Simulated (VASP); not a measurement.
# CO2 in VASP: further runs

The runs below take CO2 through single point, with PBE+D3(BJ).

Everything below comes from runs of VASP 6.6.1. Logs are shortened: lines on timing, memory, paths and dates and some standing lists are left out, and cuts for length are marked.

### Step 1. The cell of the first run

The cell holds a disordered packing, 24 atoms: a = 8.821 Å, b = 8.821 Å, c = 8.821 Å, α = 90.00°, β = 90.00°, γ = 90.00°.

### Step 2. Single point, PBE+D3(BJ)

File INCAR:

```
  PREC = Accurate
  ENCUT = 1000
  EDIFF = 1E-6
  ISMEAR = -1
  SIGMA = 0.02
  LREAL = Auto
  LASPH = T
  NELM = 120
  ALGO = Normal
  ISIF = 2
  LWAVE = F
  LCHARG = T
  GGA = PE
  IVDW = 12
  LELF = T
  LVHAR = T
  NBANDS = 82
  GGA_COMPAT = F
```

File KPOINTS:

```
regular mesh
0
Gamma
  1 1 1
```

File POSCAR:

```
CO2
1.0
    8.8211610000      0.0000000000      0.0000000000
    0.0000000000      8.8211610000      0.0000000000
    0.0000000000      0.0000000000      8.8211610000
C O
8 16
Direct
    0.1268540502      1.0138801457      0.8316592340
   -0.0376594419      0.6363334713      0.7159488417
    0.7691277826      0.2552385111      0.6665562504
    0.4213277595      0.0387590704      0.5401443189
    0.4916926468      0.8411137718      0.0827102011
    0.0492792275      0.0293158690      0.3290043113
    0.6943530449      0.2379165282      0.1260831766
    0.2825818506      0.5016346488      0.4575701543
    0.1235211555      1.1256114700      0.9072841999
    0.1178869766      0.9066380264      0.7510462625
    0.0363217495      0.5724076457      0.8105282287
   -0.0955429790      0.7009054704      0.6161093761
    0.7030027000      0.3651220060      0.6477718749
    0.8414651994      0.1452756616      0.6802505929
    0.4332649636      0.0788785059      0.6626452006
    0.3944038659      0.0085362913      0.4124627132
    0.4265538289      0.7412629698      0.0188183846
    0.5484652190      0.9467007801      0.1376462803
    0.1101782407     -0.0888318442      0.3070910961
   -0.0168685279      0.1450149249      0.3550099584
    0.6461621095      0.3111721915      0.2201184175
    0.7391203947      0.1692747701      0.0215504512
    0.3107867547      0.6098743691      0.3877834222
    0.2466682107      0.3980201699      0.5362672782
```

Potentials or basis: VASP PAW PBE potentials, release 64 (C_h, O_h).

Command:

```console
$ cat potpaw_PBE.64/C_h/POTCAR potpaw_PBE.64/O_h/POTCAR > POTCAR
$ mpirun -np 1 vasp_gam > vasp.out
```

OUTCAR:

```text
PREC = Accurate
   ENCUT = 1000
   EDIFF = 1E-6
   ISMEAR = -1
   LREAL = Auto
   LASPH = T
   NELM = 120
   ISIF = 2
   GGA = PE
   IVDW = 12
 IVDW          = 12

 ion  position               nearest neighbor table
   1  0.127  0.014  0.832-  10 1.19   9 1.19
   2  0.962  0.636  0.716-  12 1.17  11 1.20
   3  0.769  0.255  0.667-  13 1.14  14 1.17
   4  0.421  0.039  0.540-  15 1.14  16 1.18
   5  0.492  0.841  0.083-  18 1.16  17 1.19
   6  0.049  0.029  0.329-  19 1.19  20 1.20
   7  0.694  0.238  0.126-  21 1.13  22 1.17
   8  0.283  0.502  0.458-  23 1.16  24 1.19
   9  0.124  0.126  0.907-   1 1.19
  10  0.118  0.907  0.751-   1 1.19
  11  0.036  0.572  0.811-   2 1.20
  12  0.904  0.701  0.616-   2 1.17
  13  0.703  0.365  0.648-   3 1.14
  14  0.841  0.145  0.680-   3 1.17
[... 8 lines left out ...]
  23  0.311  0.610  0.388-   8 1.16
  24  0.247  0.398  0.536-   8 1.19

  LATTYP: Found a simple cubic cell.
 ALAT       =     8.8211610000

  Lattice vectors:

 A1 = (   8.8211610000,   0.0000000000,   0.0000000000)
 A2 = (   0.0000000000,   8.8211610000,   0.0000000000)
 A3 = (   0.0000000000,   0.0000000000,   8.8211610000)

Analysis of symmetry for initial positions (statically):
=====================================================================
 Subroutine PRICEL returns:
 Original cell was already a primitive cell.

 Routine SETGRP: Setting up the symmetry group for a
 simple cubic supercell.

 Subroutine GETGRP returns: Found  1 space group operations
 (whereof  1 operations were pure point group operations)
 out of a pool of 48 trial point group operations.

The static configuration has the point symmetry C_1 .

Analysis of symmetry for dynamics (positions and initial velocities):
=====================================================================
 Subroutine PRICEL returns:
 Original cell was already a primitive cell.

 Routine SETGRP: Setting up the symmetry group for a
 simple cubic supercell.

 Subroutine GETGRP returns: Found  1 space group operations
 (whereof  1 operations were pure point group operations)
 out of a pool of 48 trial point group operations.

The dynamic configuration has the point symmetry C_1 .

 Subroutine INISYM returns: Found  1 space group operations
 (whereof  1 operations are pure point group operations),
 and found     1 'primitive' translations
[... 111 lines left out ...]
   LSORBIT =      F    spin-orbit coupling
   LASPH  =      T    aspherical Exc in radial PAW
   ENCUT  = 1000.0 eV  73.50 Ry    8.57 a.u.  22.74 22.74 22.74*2*pi/ulx,y,z
   NELM   =    120;   NELMIN=  2; NELMDL= -5     # of ELM steps
   EDIFF  = 0.1E-05   stopping-criterion for ELM
   LREAL  =      T    real-space projection
   EDIFFG = 0.1E-04   stopping-criterion for IOM
   NSW    =      0    number of steps for IOM
[... 5 lines left out ...]
   TEBEG  =    0.0;   TEEND  =   0.0 temperature during run
   PSTRESS=    0.0 pullay stress
   NELECT =     128.0000    total number of electrons
   NUPDOWN=      -1.0000    fix difference up-down
   EMIN   =  10.00;   EMAX   =-10.00  energy-range for DOS
   EFERMI =   0.00;   METHOD = LEGACY
   ISMEAR =    -1;   SIGMA  =   0.02  broadening in eV -4-tet -1-fermi 0-gaus
   EFERMI_NEDOS =   21; number of points for ismear=-14 and -15
   IALGO  =     38    algorithm
   IMIX   =      4    mixing-type and parameters
     AMIX     =   0.40;   BMIX     =  1.00
     AMIX_MAG =   1.60;   BMIX_MAG =  1.00
  volume/ion in A,a.u.               =      28.60       193.00
  Fermi-wavevector in a.u.,A,eV,Ry     =   0.935303  1.767467 11.902268  0.874792
  Thomas-Fermi vector in A             =   2.062197
   LORBIT       =      0    0 simple, 1 ext, 2 COOP (PROOUT), +10 PAW based schemes
   GGA     = PE    functional components
   LHFCALC =     F    Hartree Fock is set to
   AEXX    =    0.0000 exact exchange contribution
   IVDW    =    12    specifies the selected vdW correction
   LEPSILON=     F    determine dielectric tensor
   LRPA    =     F    only Hartree local field effects (RPA)
 non-spin polarized calculation
  energy-cutoff  :     1000.00
  volume of cell :      686.40
 maximum number of plane-waves:     24659
 NGX is ok and might be reduce to    90
   NGX = 45   NGY = 45   NGZ = 45

 number of electron     128.0000000 magnetization

 Free energy of the ion-electron system (eV)
  ---------------------------------------------------
  ext. energy  EPLUGINS =         0.00000000
  ---------------------------------------------------
  free energy    TOTEN  =      -185.51553024 eV

  energy without entropy =     -185.51553024  energy(sigma->0) =     -185.51553024

 E-fermi :  -5.3042     XC(G=0):  -5.1982

 val. band max:       -5.8684355457   @ k =   0.0000   0.0000   0.0000
 cond. band min:       0.4570570071   @ k =   0.0000   0.0000   0.0000
 fundamental gap:      6.3254925528
 Fermi energy:        -5.3041551341

 k-point     1 :       0.0000    0.0000    0.0000
  band No.  band energies     occupation
      1     -26.6366      2.00000
      2     -26.4999      2.00000
      3     -26.4630      2.00000
      4     -26.1810      2.00000
      5     -26.1510      2.00000
      6     -26.0511      2.00000
[... 68 lines left out ...]
     75       2.3466      0.00000
     76       2.4016      0.00000
 [bands above 76 left out]

------------------------ aborting loop because EDIFF is reached ----------------------------------------

 Edisp (eV)   -0.81596

 E8    (eV) :    -0.2020

  FORCE on cell =-STRESS in cart. coord.  units (eV):
  Direction    XX          YY          ZZ          XY          YZ          ZX
  --------------------------------------------------------------------------------------
  -------------------------------------------------------------------------------------
  Total      -1.05769    -4.33604     0.95653     0.01364     0.82895    -1.72612
  in kB      -2.46883   -10.12107     2.23272     0.03183     1.93491    -4.02905
  external pressure =       -3.45 kB  Pullay stress =        0.00 kB

 VOLUME and BASIS-vectors are now :
 -----------------------------------------------------------------------------
  energy-cutoff  :     1000.00
  volume of cell :      686.40
      direct lattice vectors                 reciprocal lattice vectors
     8.821161000  0.000000000  0.000000000     0.113363762  0.000000000  0.000000000
     0.000000000  8.821161000  0.000000000     0.000000000  0.113363762  0.000000000
     0.000000000  0.000000000  8.821161000     0.000000000  0.000000000  0.113363762

 POSITION                                       TOTAL-FORCE (eV/Angst)
 -----------------------------------------------------------------------------------
      1.11900      0.12244      7.33620        -0.823904      0.801816      0.018159
      8.48896      5.61320      6.31550         2.173103     -1.115254      1.415464
      6.78460      2.25150      5.87980         1.590060     -2.031575      0.115256
      3.71660      0.34190      4.76470        -1.325776     -0.477753     -3.803374
      4.33730      7.41960      0.72960        -1.592864     -1.422878     -1.497169
      0.43470      0.25860      2.90220        -0.555152      0.120198      0.312463
[... 16 lines left out ...]
      2.74150      5.37980      3.42070         0.332452      0.270221     -0.479133
      2.17590      3.51100      4.73050         0.603398      1.002489     -1.152069
 -----------------------------------------------------------------------------------
    total drift:                               -0.005239      0.002012      0.001740

  FREE ENERGIE OF THE ION-ELECTRON SYSTEM (eV)
  ---------------------------------------------------
  free  energy   TOTEN  =      -186.3314897556 eV

  energy  without entropy=     -186.3314897556  energy(sigma->0) =     -186.33148976
```

stdout:

```text
POSCAR found type information on POSCAR C O
 POSCAR found :  2 types and      24 ions
 scaLAPACK will be used
 LDA part: xc-table for (Slater+PW92), standard interpolation
 POSCAR, INCAR and KPOINTS ok, starting setup
 FFT: planning ... GRIDC
 FFT: planning ... GRID_SOFT
 FFT: planning ... GRID
 WAVECAR not read
 entering main loop
```

It took 5 min on 1 thread of Intel Xeon Platinum 8259CL at 2.50GHz (Skylake/Cascade Lake), shared host; peak memory 1.4 GiB.

What came out:

* Free energy: -186.3315 eV
* Pressure: -0.3 GPa
* Largest force: 4.056 eV/Å
* Dispersion energy per atom: -0.034 eV

Forces in eV/Å, atoms in the order of the input:
```
C   -0.824  0.802  0.018
C    2.173 -1.115  1.415
C    1.590 -2.032  0.115
C   -1.326 -0.478 -3.803
C   -1.593 -1.423 -1.497
C   -0.555  0.120  0.312
C    1.145 -1.736 -3.206
C   -0.891 -1.307  1.610
O    0.409 -1.798 -0.918
O    0.528  1.148  0.985
O   -1.754  1.016 -1.476
O   -0.550 -0.037 -0.007
O   -1.627  2.435 -0.257
O    0.052 -0.441  0.147
O    0.771  0.621  3.018
O    0.651 -0.050  0.961
O    1.111  1.209  1.070
O    0.404  0.061  0.404
O   -0.887  1.741  0.145
O    1.267 -1.898 -0.584
O   -1.344  2.017  3.146
O    0.315 -0.129  0.033
O    0.332  0.270 -0.479
O    0.603  1.002 -1.152
```

Stress tensor (GPa, compression positive):
```
-0.25  0.00 -0.40
 0.00 -1.01  0.19
-0.40  0.19  0.22
```

Caveat: the k points lie up to 0.71 Å⁻¹ apart.

### Step 3. Single point, PBE+D3(BJ)

File INCAR:

```
PREC     = Accurate       # precision mode
ENCUT    = 1000           # plane-wave cutoff, eV
EDIFF    = 1E-6           # SCF threshold, eV
ISMEAR   = -1             # smearing method
SIGMA    = 0.02           # smearing width, eV
LREAL    = Auto         
LASPH    = T              # aspherical terms in the spheres
NELM     = 120            # most SCF steps
ALGO     = Normal         # electronic algorithm
ISIF     = 2              # what is computed and relaxed
LWAVE    = F              # write WAVECAR
LCHARG   = T              # write CHGCAR
GGA      = PE             # functional
IVDW     = 12             # dispersion correction
LELF     = T              # ELF
LVHAR    = T            
NBANDS   = 82             # bands
GGA_COMPAT= F
```

File KPOINTS:

```
Automatic mesh
0
Gamma
  1 1 1
```

File POSCAR:

```
CO2
1.0
    8.8211610000      0.0000000000      0.0000000000
    0.0000000000      8.8211610000      0.0000000000
    0.0000000000      0.0000000000      8.8211610000
C O
8 16
Direct
    0.1256977398      1.0031786065      0.8573361262
   -0.0303474792      0.6411174221      0.7443691369
    0.7466477485      0.2574150954      0.7021751445
    0.4432749839      0.0464111243      0.6045916178
    0.4867726595      0.8196993570      0.0800348163
    0.0184329478      0.0407996181      0.3479133869
    0.7382134846      0.2021389248      0.1149508551
    0.3153666507      0.5483178461      0.5505057668
    0.1282824336      1.0794044004      0.9620162244
    0.1483591559      0.9299796251      0.7468518033
   -0.0146692709      0.6138761100      0.8725722158
   -0.0367865409      0.6462187914      0.6119489260
    0.6753192692      0.3624692940      0.7344044622
    0.8105735742      0.1376802895      0.6812481940
    0.4791206056      0.0709997244      0.7289289925
    0.3861623204      0.0212216963      0.4848001301
    0.3694638382      0.7714177306      0.0412077276
    0.6021656333      0.8787845500      0.1138625630
    0.0489277999     -0.0869840149      0.3601226641
   -0.0159842905      0.1668261128      0.3547378854
    0.6658760678      0.2103464612      0.2220682742
    0.8075467617      0.1682658326      0.0073573082
    0.3253880073      0.6566482575      0.4750508465
    0.3200145650      0.4356796118      0.6210633725
```

Potentials or basis: VASP PAW PBE potentials, release 64 (C_h, O_h).

Command:

```console
$ cat potpaw_PBE.64/C_h/POTCAR potpaw_PBE.64/O_h/POTCAR > POTCAR
$ mpirun -np 1 vasp_gam > vasp.out
```

It took 5.1 min on 1 thread of Intel Xeon Platinum 8259CL at 2.50GHz (Skylake/Cascade Lake), shared host; peak memory 1.4 GiB.

Results (log left out):

* Free energy: -186.2120 eV
* Pressure: 0.4 GPa
* Largest force: 4.719 eV/Å
* Dispersion energy per atom: -0.035 eV

Forces on the atoms (eV/Å):
```
C    1.552 -1.753 -3.015
C    0.473 -1.108 -0.777
C    1.724 -4.391 -0.097
C   -2.287 -0.564 -2.223
C    0.614  1.034 -0.008
C    0.195 -1.350  1.037
C    1.016 -1.580 -1.745
C    0.811 -0.411 -0.231
O   -0.617  1.455  2.332
O   -0.903  0.284  0.761
O   -0.205  0.488  0.907
O   -0.303  0.570 -0.128
O   -0.351  1.339 -0.065
O   -1.181  3.111  0.013
O    0.763  0.124  0.738
O    1.400  0.399  1.436
O    0.123 -0.265  0.121
O   -0.763 -0.758 -0.120
O    0.258 -0.652 -0.551
O   -0.369  1.983 -0.492
O   -1.612  1.036  2.434
O    0.461  0.624 -0.526
O   -0.342  0.267  0.048
O   -0.456  0.117  0.152
```

Stress tensor (GPa, compression positive):
```
-0.11 -0.05 -0.54
-0.05  0.18  0.20
-0.54  0.20  0.99
```

Levels at points of the mesh, in eV from the Fermi level:
```tsv
k point	band 61	band 62	band 63	band 64	band 65	band 66	band 67	band 68
(0.00, 0.00, 0.00)	-0.71	-0.67	-0.55	-0.49	5.70	6.88	6.89	6.97
```

Caveat: the k points lie up to 0.71 Å⁻¹ apart.

### Step 4. Single point, PBE+D3(BJ)

File INCAR:

```
SYSTEM = CO2
PREC = Accurate
ENCUT = 1000
EDIFF = 1E-6
ISMEAR = -1
SIGMA = 0.02
LREAL = Auto
LASPH = .TRUE.
NELM = 120
ALGO = Normal
ISIF = 2
LWAVE = .FALSE.
LCHARG = .FALSE.
GGA = PE
IVDW = 12
NBANDS = 82
GGA_COMPAT = .FALSE.
```

File KPOINTS:

```
Automatic mesh
0
G
  1 1 1
  0 0 0
```

File POSCAR:

```
CO2
1.0
    8.8211610000      0.0000000000      0.0000000000
    0.0000000000      8.8211610000      0.0000000000
    0.0000000000      0.0000000000      8.8211610000
C O
8 16
Direct
    0.1295395143      0.9918691211      0.8827589925
   -0.0265838981      0.6206426803      0.7889383022
    0.7584833012      0.2807630264      0.6848692839
    0.4215712383      0.0660311383      0.6099336597
    0.4612645129      0.8136049450      0.0867161890
    0.0381156472      0.0361852064      0.3637675728
    0.7023028449      0.1692854435      0.1152489896
    0.3314604352      0.5406704377      0.5453645819
    0.1221129343      1.0624831336      0.9945029204
    0.1378588085      0.9220988816      0.7699068946
   -0.0360596681      0.6470369301      0.9186140815
   -0.0167917617      0.5934139980      0.6593879431
    0.6955122755      0.3868415582      0.7339676271
    0.8209380087      0.1748741337      0.6350393708
    0.4655121015      0.0742004530      0.7351204999
    0.3785598315      0.0583733066      0.4850381079
    0.3319273463      0.7877187446      0.1009705836
    0.5906208971      0.8392492292      0.0712874488
    0.0305307699     -0.0937948505      0.3885597121
    0.0444866563      0.1663731912      0.3387792300
    0.6235344602      0.1765103383      0.2217333494
    0.7810478663      0.1624108836      0.0088018836
    0.3587866475      0.6563897122      0.4865882820
    0.3052392303      0.4249684578      0.6049183935
```

Command:

```console
$ cat potpaw_PBE.64/C_h/POTCAR potpaw_PBE.64/O_h/POTCAR > POTCAR
$ mpirun -np 1 vasp_gam > vasp.out
```

Wall time 6.2 min (1 thread of AMD EPYC 7R13 (Zen 3), shared host); peak memory 1.4 GiB.

The run converged. Its results:

```
Free energy                : -186.9880 eV
Pressure                   : -0.1 GPa
Largest force              : 0.075 eV/Å
Dispersion energy per atom : -0.035 eV
```

Forces on the atoms (eV/Å):
```
C    0.002  0.015  0.003
C    0.000  0.001  0.003
C   -0.018  0.008  0.008
C   -0.001 -0.002  0.020
C    0.005  0.000  0.000
C    0.001  0.025 -0.002
C   -0.006  0.006  0.025
C    0.009  0.020 -0.004
O   -0.003  0.003  0.003
O   -0.007  0.009  0.003
O   -0.024  0.005 -0.017
O    0.016 -0.006  0.018
O    0.019 -0.035 -0.032
O   -0.005  0.022  0.023
O    0.005 -0.002  0.024
O   -0.029 -0.019 -0.066
O    0.023 -0.002 -0.021
O   -0.021  0.003  0.023
O    0.005 -0.062  0.011
O   -0.012  0.047 -0.007
O    0.004  0.011  0.027
O    0.021 -0.001 -0.048
O    0.005 -0.014  0.002
O    0.009 -0.030  0.005
```

Levels at points of the mesh, in eV from the Fermi level:
| k point | band 60 | band 61 | band 62 | band 63 | band 64 | band 65 | band 66 | band 67 | band 68 | band 69 |
| --- | --- | --- | --- | --- | --- | --- | --- | --- | --- | --- |
| (0.00, 0.00, 0.00) | -0.83 | -0.79 | -0.77 | -0.53 | -0.50 | 5.84 | 7.33 | 7.39 | 7.45 | 7.49 |

Caveat: the k points lie up to 0.71 Å⁻¹ apart.

[end of part 1 of 2]
